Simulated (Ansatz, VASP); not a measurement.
One calculation of Bi, two programs

```xyz
1
Lattice="-1.9814 1.9814 1.9814 1.9814 -1.9814 1.9814 1.9814 1.9814 -1.9814" Properties=species:S:1:pos:R:3 pbc="T T T"
Bi    0.0000    0.0000    0.0000
```

Alike in both runs: functional LDA; k mesh 9 × 9 × 9; occupations fermi-dirac, width 0.05 eV; collinear spin.

|  | VASP | Ansatz |
| --- | --- | --- |
| version | VASP 6.6.1 | Ansatz 0.2.0 |
| potentials or method | VASP PAW LDA potentials, release 64 (Bi_d) | JTH PAW LDA |
| plane-wave cutoff (eV) | 520 | 1800 |
| valence electrons in the cell | 15 | 15 |
| task | single point | optical spectrum |

```csv
,VASP,Ansatz,Ansatz less VASP
gap on the k mesh at the Fermi level (eV),none,none,-
net moment per atom (μB),0.00,0.00,0.000
```

LDA's correlation is that of Perdew and Zunger in VASP and of Perdew and Wang (1992) in Ansatz. A gap of «none» marks a metal or a gap that the smearing closes.

Neither program's run includes spin-orbit coupling.
